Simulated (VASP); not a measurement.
# CdTe (F-43m) in VASP: further runs

Runs on CdTe. Level: LDA. Tasks: single point, relaxation of cell and atoms.

Everything below comes from runs of VASP 6.6.1. Logs are shortened: lines on timing, memory, paths and dates and some standing lists are left out, and cuts for length are marked.

## Step 1: The cell of the first run

It takes space group F-43m (No. 216, cubic). The conventional cell has a = 6.410 Å, b = 6.410 Å, c = 6.410 Å, α = 90.00°, β = 90.00°, γ = 90.00°. Cd (site symmetry -43m) has 4 Te at 2.78 Å within 3.7 Å. Within 3.7 Å of Te (site symmetry -43m) lie 4 Cd at 2.78 Å.

## Step 2: Single point, LDA

INCAR reads:

```
PREC     = Accurate       # precision mode
ENCUT    = 520            # plane-wave cutoff, eV
EDIFF    = 1E-7           # SCF threshold, eV
ISMEAR   = -1             # smearing method
SIGMA    = 0.1            # smearing width, eV
LREAL    = False          # projectors in reciprocal space
LASPH    = True           # aspherical terms in the spheres
NELM     = 80             # most SCF steps
ALGO     = Normal         # electronic algorithm
ISIF     = 2              # what is computed and relaxed
LWAVE    = False          # write WAVECAR
LCHARG   = False          # write CHGCAR
GGA      = CA             # functional
NBANDS   = 16             # bands
```

KPOINTS reads:

```
Automatic mesh
0
Gamma
  10 10 10
```

POSCAR reads:

```
CdTe
1.0
    3.2050000000      3.2050000000      0.0000000000
   -3.2050000000      3.2050000000      0.0000000000
    0.0000000000      3.2050000000      3.2050000000
Cd Te
1 1
Direct
    0.0000000000      0.0000000000      0.0000000000
    0.7500000000      0.2500000000      0.5000000000
```

Potentials or basis: VASP PAW LDA potentials, release 64 (Cd, Te).

Command:

```bash
$ cat potpaw_LDA.64/Cd/POTCAR potpaw_LDA.64/Te/POTCAR > POTCAR
$ mpirun -np 1 vasp_std > vasp.out
```

OUTCAR:

```text
PREC = Accurate
   ENCUT = 520
   EDIFF = 1E-7
   ISMEAR = -1
   LREAL = False
   LASPH = True
   NELM = 80
   ISIF = 2
   GGA = CA

 ion  position               nearest neighbor table
   1  0.000  0.000  0.000-   2 2.78   2 2.78   2 2.78   2 2.78
   2  0.750  0.250  0.500-   1 2.78   1 2.78   1 2.78   1 2.78

  LATTYP: Found a face centered cubic cell.
 ALAT       =     6.4100000000

  Lattice vectors:

 A1 = (   0.0000000000,   3.2050000000,   3.2050000000)
 A2 = (   3.2050000000,   0.0000000000,   3.2050000000)
 A3 = (   3.2050000000,   3.2050000000,   0.0000000000)

Analysis of symmetry for initial positions (statically):
=====================================================================
 Subroutine PRICEL returns:
 Original cell was already a primitive cell.

 Routine SETGRP: Setting up the symmetry group for a
 face centered cubic supercell.

 Subroutine GETGRP returns: Found 24 space group operations
 (whereof 24 operations were pure point group operations)
 out of a pool of 48 trial point group operations.

The static configuration has the point symmetry T_d .

Analysis of symmetry for dynamics (positions and initial velocities):
=====================================================================
 Subroutine PRICEL returns:
 Original cell was already a primitive cell.

 Routine SETGRP: Setting up the symmetry group for a
 face centered cubic supercell.

 Subroutine GETGRP returns: Found 24 space group operations
 (whereof 24 operations were pure point group operations)
 out of a pool of 48 trial point group operations.

The dynamic configuration has the point symmetry T_d .

 Subroutine INISYM returns: Found 24 space group operations
 (whereof 24 operations are pure point group operations),
 and found     1 'primitive' translations

----------------------------------------------------------------------------------------

                                     Primitive cell

  volume of cell :      65.8437

  direct lattice vectors                    reciprocal lattice vectors
     3.205000000  3.205000000  0.000000000     0.156006240  0.156006240 -0.156006240
    -3.205000000  3.205000000  0.000000000    -0.156006240  0.156006240 -0.156006240
     0.000000000  3.205000000  3.205000000     0.000000000  0.000000000  0.312012480

  length of vectors
     4.532554467  4.532554467  4.532554467     0.270210734  0.270210734  0.312012480

  position of ions in fractional coordinates (direct lattice)
     0.000000000  0.000000000  0.000000000
     0.750000000  0.250000000  0.500000000

  ion indices of the primitive-cell ions
   primitive index   ion index
                 1           1
                 2           2

----------------------------------------------------------------------------------------

 KPOINTS: Automatic mesh

Automatic generation of k-mesh.
 Grid dimensions read from file:
 generate k-points for:   10   10   10

 Generating k-lattice:

  Cartesian coordinates                     Fractional coordinates (reciprocal lattice)
     0.015600624  0.015600624 -0.015600624     0.100000000  0.000000000  0.000000000
    -0.015600624  0.015600624 -0.015600624     0.000000000  0.100000000  0.000000000
     0.000000000  0.000000000  0.031201248     0.000000000  0.000000000  0.100000000

  Length of vectors
     0.027021073  0.027021073  0.031201248

  Shift w.r.t. Gamma in fractional coordinates (k-lattice)
     0.000000000  0.000000000  0.000000000

 Subroutine IBZKPT returns following result:
 ===========================================

 Found     47 irreducible k-points:

 Following reciprocal coordinates:
            Coordinates               Weight
  0.000000  0.000000  0.000000      1.000000
  0.100000  0.000000  0.000000      8.000000
  0.200000  0.000000  0.000000      8.000000
  0.300000  0.000000  0.000000      8.000000
  0.400000  0.000000  0.000000      8.000000
  0.500000  0.000000  0.000000      4.000000
[... 16 lines left out ...]
  0.300000  0.300000  0.000000     12.000000
  0.400000  0.300000  0.000000     24.000000
 [... further k-points ...]
   k-points           NKPTS =     47   k-points in BZ     NKDIM =     47   number of bands    NBANDS=     16
   number of dos      NEDOS =    301   number of ions     NIONS =      2
   total plane-waves  NPLWV =  46656
   dimension x,y,z NGX =    36 NGY =   36 NGZ =   36
   dimension x,y,z NGXF=    72 NGYF=   72 NGZF=   72
   ions per type =               1   1
   NGX,Y,Z   is equivalent  to a cutoff of  13.20, 13.20, 13.20 a.u.
   NGXF,Y,Z  is equivalent  to a cutoff of  26.41, 26.41, 26.41 a.u.
 SYSTEM =  unknown system
   PREC   = accura    normal or accurate (medium, high low for compatibility)
   ISTART =      0    job   : 0-new  1-cont  2-samecut
   ICHARG =      2    charge: 1-file 2-atom 10-const
   ISPIN  =      1    spin polarized calculation?
   LNONCOLLINEAR =      F non collinear calculations
   LSORBIT =      F    spin-orbit coupling
   LASPH  =      T    aspherical Exc in radial PAW
   ENCUT  =  520.0 eV  38.22 Ry    6.18 a.u.   8.43  8.43  8.43*2*pi/ulx,y,z
   NELM   =     80;   NELMIN=  2; NELMDL= -5     # of ELM steps
   EDIFF  = 0.1E-06   stopping-criterion for ELM
   LREAL  =      F    real-space projection
   EDIFFG = 0.1E-05   stopping-criterion for IOM
   NSW    =      0    number of steps for IOM
   IBRION =     -1    ionic relax: 0-MD 1-quasi-New 2-CG
   NFREE  =      0    steps in history (QN), initial steepest desc. (CG)
   ISIF   =      2    stress and relaxation
   ISYM   =      2    0-nonsym 1-usesym 2-fastsym
   POTIM  = 0.5000    time-step for ionic-motion
   TEBEG  =    0.0;   TEEND  =   0.0 temperature during run
   PSTRESS=    0.0 pullay stress
   NELECT =      18.0000    total number of electrons
   NUPDOWN=      -1.0000    fix difference up-down
   EMIN   =  10.00;   EMAX   =-10.00  energy-range for DOS
   EFERMI =   0.00;   METHOD = LEGACY
   ISMEAR =    -1;   SIGMA  =   0.10  broadening in eV -4-tet -1-fermi 0-gaus
   EFERMI_NEDOS =   21; number of points for ismear=-14 and -15
   IALGO  =     38    algorithm
   IMIX   =      4    mixing-type and parameters
     AMIX     =   0.40;   BMIX     =  1.00
     AMIX_MAG =   1.60;   BMIX_MAG =  1.00
  volume/ion in A,a.u.               =      32.92       222.17
  Fermi-wavevector in a.u.,A,eV,Ry     =   1.062497  2.007828 15.359610  1.128899
  Thomas-Fermi vector in A             =   2.197950
   LORBIT       =      0    0 simple, 1 ext, 2 COOP (PROOUT), +10 PAW based schemes
   GGA     = CA    functional components
   LHFCALC =     F    Hartree Fock is set to
   AEXX    =    0.0000 exact exchange contribution
   IVDW    =     0    specifies the selected vdW correction
   LEPSILON=     F    determine dielectric tensor
   LRPA    =     F    only Hartree local field effects (RPA)
 non-spin polarized calculation
  energy-cutoff  :      520.00
  volume of cell :       65.84
 maximum number of plane-waves:      1807
 NGX is ok and might be reduce to    36
   NGX = 17   NGY = 17   NGZ = 17

 number of electron      17.9999995 magnetization

 Free energy of the ion-electron system (eV)
  ---------------------------------------------------
  ext. energy  EPLUGINS =         0.00000000
  ---------------------------------------------------
  free energy    TOTEN  =        -6.05198317 eV

  energy without entropy =       -6.05170877  energy(sigma->0) =       -6.05184597

 E-fermi :   2.9346     XC(G=0):  -9.0900

 val. band max:        2.4653668588   @ k =   0.0000   0.0000   0.0000
 cond. band min:       3.1192346228   @ k =   0.0000   0.0000   0.0000
 fundamental gap:      0.6538677640
 Fermi energy:         2.9345841417

 k-point     1 :       0.0000    0.0000    0.0000
  band No.  band energies     occupation
      1      -8.9701      2.00000
      2      -5.9457      2.00000
      3      -5.9457      2.00000
      4      -5.9457      2.00000
      5      -5.6561      2.00000
      6      -5.6561      2.00000
[... 8 lines left out ...]
     15      11.8592      0.00000
     16      11.8592      0.00000

 k-point     2 :       0.1000    0.0000    0.0000
  band No.  band energies     occupation
      1      -8.9286      2.00000
      2      -5.9376      2.00000
      3      -5.9376      2.00000
      4      -5.9168      2.00000
      5      -5.6569      2.00000
      6      -5.6569      2.00000
[... 8 lines left out ...]
     15      11.2159      0.00000
     16      11.2159      0.00000

 k-point     3 :       0.2000    0.0000    0.0000
  band No.  band energies     occupation
      1      -8.8190      2.00000
      2      -5.9175      2.00000
      3      -5.9175      2.00000
      4      -5.8204      2.00000
      5      -5.6577      2.00000
      6      -5.6577      2.00000
[... 8 lines left out ...]
     15      10.8177      0.00000
     16      10.8177      0.00000

 k-point     4 :       0.3000    0.0000    0.0000
  band No.  band energies     occupation
      1      -8.6832      2.00000
      2      -5.8954      2.00000
      3      -5.8954      2.00000
      4      -5.6552      2.00000
      5      -5.6552      2.00000
      6      -5.6407      2.00000
[... 8 lines left out ...]
     15      11.0745      0.00000
     16      11.0745      0.00000

 k-point     5 :       0.4000    0.0000    0.0000
  band No.  band energies     occupation
      1      -8.5745      2.00000
      2      -5.8805      2.00000
      3      -5.8805      2.00000
      4      -5.6496      2.00000
      5      -5.6496      2.00000
      6      -5.4093      2.00000
[... 8 lines left out ...]
     15      11.9362      0.00000
     16      11.9362      0.00000

 k-point     6 :       0.5000    0.0000    0.0000
  band No.  band energies     occupation
      1      -8.5335      2.00000
      2      -5.8756      2.00000
      3      -5.8756      2.00000
      4      -5.6466      2.00000
      5      -5.6466      2.00000
      6      -5.2841      2.00000
[... 8 lines left out ...]
     15      12.7603      0.00000
     16      12.7603      0.00000
[... 267 lines left out ...]
 k-point    21 :      -0.3000    0.2000    0.0000
  band No.  band energies     occupation
      1      -8.6659      2.00000
      2      -5.8697      2.00000
      3      -5.8612      2.00000
      4      -5.7535      2.00000
      5      -5.6402      2.00000
      6      -5.6190      2.00000
[... 8 lines left out ...]
     15      12.2789      0.00000
     16      12.6819      0.00000

 k-point    22 :      -0.2000    0.2000    0.0000
  band No.  band energies     occupation
      1      -8.7694      2.00000
      2      -5.8874      2.00000
      3      -5.8874      2.00000
      4      -5.8296      2.00000
      5      -5.6632      2.00000
      6      -5.6446      2.00000
[... 8 lines left out ...]
     15      12.1304      0.00000
     16      12.1990      0.00000

 k-point    23 :       0.3000    0.3000    0.0000
  band No.  band energies     occupation
      1      -8.4653      2.00000
      2      -5.8439      2.00000
      3      -5.8285      2.00000
      4      -5.6755      2.00000
      5      -5.6588      2.00000
      6      -5.1961      2.00000
[... 8 lines left out ...]
     15      10.9719      0.00000
     16      14.1683      0.00000

 k-point    24 :       0.4000    0.3000    0.0000
  band No.  band energies     occupation
      1      -8.4317      2.00000
      2      -5.8333      2.00000
      3      -5.8067      2.00000
      4      -5.6957      2.00000
      5      -5.6467      2.00000
      6      -5.1146      2.00000
[... 8 lines left out ...]
     15      11.8908      0.00000
     16      14.1254      0.00000

 [... further k-points ...]
[... 5 lines left out ...]
  --------------------------------------------------------------------------------------
  -------------------------------------------------------------------------------------
  Total        0.0976873      0.0976873      0.0976873     -0.0000000     -0.0000000      0.0000000
  in kB        2.3770285      2.3770285      2.3770285     -0.0000000     -0.0000000      0.0000000
  external PRESSURE =       2.3770285 kB  Pullay stress =       0.0000000 kB

 VOLUME and BASIS-vectors are now :
 -----------------------------------------------------------------------------
  energy-cutoff  :      520.00
  volume of cell :       65.84
      direct lattice vectors                 reciprocal lattice vectors
     3.205000000  3.205000000  0.000000000     0.156006240  0.156006240 -0.156006240
    -3.205000000  3.205000000  0.000000000    -0.156006240  0.156006240 -0.156006240
     0.000000000  3.205000000  3.205000000     0.000000000  0.000000000  0.312012480

 POSITION                                       TOTAL-FORCE (eV/Angst)
 -----------------------------------------------------------------------------------
      0.00000      0.00000      0.00000        -0.000000     -0.000000      0.000000
      1.60250      4.80750      1.60250         0.000000      0.000000     -0.000000
 -----------------------------------------------------------------------------------
    total drift:                                0.000000      0.000000      0.000000

  FREE ENERGIE OF THE ION-ELECTRON SYSTEM (eV)
  ---------------------------------------------------
  free  energy   TOTEN  =        -6.0519831690 eV

  energy  without entropy=       -6.0517087741  energy(sigma->0) =       -6.05184597
```

Run time: 61 s. Hardware: 1 thread of Intel Xeon Platinum 8375C at 2.90GHz (Ice Lake), shared host; peak memory 0.2 GiB.

Results:

```
Free energy            : -6.0520 eV
Pressure               : 0.2 GPa
Band gap on the k mesh : 0.65 eV, direct
```

Levels at points of the mesh, in eV from the valence-band top:
| k point | band 6 | band 7 | band 8 | band 9 | band 10 | band 11 | band 12 | band 13 |
| --- | --- | --- | --- | --- | --- | --- | --- | --- |
| (0.00, 0.00, 0.00) | -8.12 | 0.00 | 0.00 | 0.00 | 0.65 | 4.48 | 4.48 | 4.48 |
| (0.50, 0.00, 0.00) | -7.75 | -4.69 | -0.84 | -0.84 | 1.69 | 5.08 | 5.08 | 6.88 |
| (0.50, 0.50, 0.00) | -7.60 | -4.54 | -2.01 | -2.01 | 2.37 | 2.54 | 8.82 | 9.15 |

Caveat: spin-orbit coupling is left out, which moves the levels of the heavy elements.

## Step 3: Relaxation of cell and atoms, LDA

INCAR reads:

```
PREC = Accurate ; ENCUT = 600
EDIFF = 1E-7 ; ISMEAR = -1
SIGMA = 0.1 ; LREAL = F
LASPH = T ; NELM = 60
ALGO = Normal ; ISIF = 3
LWAVE = F ; LCHARG = F
GGA = CA ; IBRION = 2
NSW = 100 ; EDIFFG = -0.002
```

KPOINTS reads:

```
regular mesh
0
Gamma
  10 10 10
```

POSCAR is that of step 2.

Potentials or basis: VASP PAW LDA potentials, release 64 (Cd, Te).

Command:

```bash
$ cat potpaw_LDA.64/Cd/POTCAR potpaw_LDA.64/Te/POTCAR > POTCAR
$ mpirun -np 1 vasp_std > vasp.out
```

It took 1.9 min on 1 thread of Intel Xeon Platinum 8375C at 2.90GHz (Ice Lake), shared host; peak memory 0.22 GiB.

Results (log left out):

```
Free energy                            : -6.0519 eV
Relaxed volume                         : 33.06 Å³/atom
Relaxed cell                           : a = 4.539 Å, b = 4.539 Å, c = 4.539 Å, α = 60.00°, β = 60.00°, γ = 90.00°
Space group after relaxing (to 0.05 Å) : F-43m (No. 216)
Energy gained by relaxing              : 0.1 meV/atom
Ionic steps                            : 4
Pressure after relaxing                : 0.0 GPa
Band gap on the k mesh                 : 0.64 eV, direct
```

The path:
```tsv
step	energy change (eV)	largest force (eV/Å)	pressure (GPa)	volume (Å³)
1	0.0000	0.0000	0.20	65.84
2	-0.0002	0.0000	-0.06	66.23
3	-0.0002	0.0000	-0.01	66.14
4	-0.0002	0.0000	0.01	66.13
```

Final structure:
```
Cd Te
1.0
     3.20958    3.20958    0.00000
    -3.20958    3.20958    0.00000
     0.00000    3.20958    3.20958
Cd Te
1 1
Direct
  0.00000 0.00000 0.00000
  0.75000 0.25000 0.50000
```

Levels at points of the mesh, in eV from the valence-band top:
| k point | band 6 | band 7 | band 8 | band 9 | band 10 | band 11 | band 12 | band 13 |
| --- | --- | --- | --- | --- | --- | --- | --- | --- |
| (0.00, 0.00, 0.00) | -8.11 | 0.00 | 0.00 | 0.00 | 0.64 | 4.48 | 4.48 | 4.48 |
| (0.50, 0.00, 0.00) | -7.74 | -4.67 | -0.83 | -0.83 | 1.69 | 5.08 | 5.08 | 6.88 |
| (0.50, 0.50, 0.00) | -7.59 | -4.52 | -1.99 | -1.99 | 2.38 | 2.54 | 8.80 | 9.13 |

Caveat: spin-orbit coupling is left out, which moves the levels of the heavy elements. A hybrid or GW would open this gap; LDA tends to underestimate it.
